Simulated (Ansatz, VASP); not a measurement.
Given: the input of a run of VASP 6.6.1 on TaN.

Contents of INCAR:

```
SYSTEM = TaN
PREC     = Accurate       ! precision mode
ENCUT    = 600            ! plane-wave cutoff, eV
EDIFF    = 1E-6           ! SCF threshold, eV
ISMEAR   = -1             ! smearing method
SIGMA    = 0.05           ! smearing width, eV
LREAL    = .False.        ! projectors in reciprocal space
LASPH    = .True.         ! aspherical terms in the spheres
NELM     = 60             ! most SCF steps
ALGO     = Normal         ! electronic algorithm
ISIF     = 3              ! what is computed and relaxed
LWAVE    = .False.        ! write WAVECAR
LCHARG   = .False.        ! write CHGCAR
GGA      = CA             ! functional
IBRION   = 2              ! ionic algorithm
NSW      = 60             ! ionic steps
EDIFFG   = -0.01          ! ionic threshold
```

Contents of KPOINTS:

```
Automatic mesh
0
Gamma
  9 9 9
  0 0 0
```

Contents of POSCAR:

```
TaN
1.0
    0.0000000000      2.4911437700      2.4911437700
    2.4911437700      0.0000000000      2.4911437700
    2.4911437700      2.4911437700      0.0000000000
Ta N
1 1
Direct
    0.0000000000      0.0000000000      0.0000000000
    0.2500000000      0.2500000000      0.2500000000
```

Potentials or basis: VASP PAW LDA potentials, release 64 (Ta_pv, N).

Launch:

```sh
$ cat potpaw_LDA.64/Ta_pv/POTCAR potpaw_LDA.64/N/POTCAR > POTCAR
$ mpirun -np 1 vasp_std > vasp.out
```

Question: Set up the same calculation for Ansatz 0.2.0. Potentials there: Ansatz PAW.

Answer: As run (the cutoff follows the program's own potentials):

File input.yaml:

```yaml
crystal:
  lattice:
    - [0.0, 2.49114377, 2.49114377]
    - [2.49114377, 0.0, 2.49114377]
    - [2.49114377, 2.49114377, 0.0]
  atoms:
    - { symbol: Ta, position: [0.0, 0.0, 0.0] }
    - { symbol: "N", position: [0.25, 0.25, 0.25] }
hamiltonian:
  xc: lda
  pseudopotentials: { kind: paw }
kpoints:
  mp_grid: { grid: [9, 9, 9] }
scf:
  occupations: { method: fermi_dirac, width: 0.05 }
output:
  forces: true
  stress: true
  eigenvalues: true
relax:
  f_tol: 0.01
  max_steps: 40
  cell: { stress_tol: 0.05 }
```

Potentials or basis: Ansatz PAW.

Run with:

```console
$ ansatz run input.yaml --threads 2 --pin off --max-ram 5632MiB --backend cpu --events-out ev --progress --plain --runs-dir out
```

Both were run:

|  | VASP | Ansatz | Ansatz less VASP |
| --- | --- | --- | --- |
| gap on the k mesh at the Fermi level, each at its own relaxed structure (eV) | none | none | - |
| relaxed volume (Å³/atom) | 12.91 | 12.85 | -0.060 |
| relaxed cell length with the largest relative difference (Å) | 3.318 | 3.313 | -0.0051 |

LDA's correlation is that of Perdew and Zunger in VASP and of Perdew and Wang (1992) in Ansatz. A gap of «none» marks a metal or a gap that the smearing closes. VASP's potentials hold 16 valence electrons a cell and Ansatz's 18, so a difference there can come from the potentials and not from the codes.

Neither program's run includes spin-orbit coupling. Noted on VASP's run: the volume moved by over 15 % at a fixed basis, so the end points are rough. Noted on Ansatz's run: the volume moved by over 15 % at a fixed basis, so the end points are rough; the plane-wave basis is chosen anew once the cell has moved, so the energies of steps on either side of that aren't comparable.
